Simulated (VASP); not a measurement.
Input of a VASP 6.6.1 run:

The input POSCAR:

```
SiC
1.0
    3.0805200000      0.0000000000      0.0000000000
   -3.0805200000      5.3356170000      0.0000000000
    0.0000000000      0.0000000000      5.0554180000
Si C
4 4
Direct
    0.3237601458      0.3311686352     -0.0139711494
    0.7121351478      0.1856019651      0.4888189265
    0.3458523230      0.8297975661      0.0001629934
    0.7220382680      0.6782833176      0.5014703037
    0.3842596443      0.3433646006      0.4013424805
    0.6596307107      0.1607444837      0.8899994026
    0.3925834045      0.8447778392      0.3797134085
    0.6852751244      0.6668840736      0.8898836852
```

INCAR.step1

```
SYSTEM = SiC
PREC = Accurate
ENCUT = 580
ISMEAR = 0
SIGMA = 0.01
LREAL = .FALSE.
LASPH = .TRUE.
NELM = 120
NBANDS = 26
GGA = PE
ALGO = Normal
EDIFF = 1E-5
LWAVE = .TRUE.
LCHARG = .FALSE.
GGA_COMPAT = .FALSE.
```

The input INCAR.step2:

```
SYSTEM = SiC
PREC = Accurate
ENCUT = 580
EDIFF = 1E-6
ISMEAR = 0
SIGMA = 0.01
LREAL = .FALSE.
LASPH = .TRUE.
NELM = 120
ALGO = Normal
ISIF = 2
LWAVE = .FALSE.
LCHARG = .FALSE.
METAGGA = R2SCAN
LMIXTAU = .TRUE.
NBANDS = 26
ISTART = 1
GGA_COMPAT = .FALSE.
```

KPOINTS

```
regular mesh
0
G
  2 1 1
  0 0 0
```

Potentials or basis: VASP PAW PBE potentials, release 64 (Si, C).

Command:

```bash
$ cat potpaw_PBE.64/Si/POTCAR potpaw_PBE.64/C/POTCAR > POTCAR
$ cp INCAR.step1 INCAR
$ mpirun -np 1 vasp_std > vasp.out
$ cp INCAR.step2 INCAR
$ mpirun -np 1 vasp_std > vasp.out
```

(1) Estimate the band gap on the k mesh.

(2) Predict the pressure.

(3) What does it give for the largest force?

Results:

(1) 2.51 eV.

(2) -1.3 GPa.

(3) 2.332 eV/Å.

Caveat: the k points lie up to 1.24 Å⁻¹ apart; the PAW data sets were made with another functional, which shifts forces and pressure a little; an odd mesh through Γ misses points on the zone boundary, where band edges can lie.
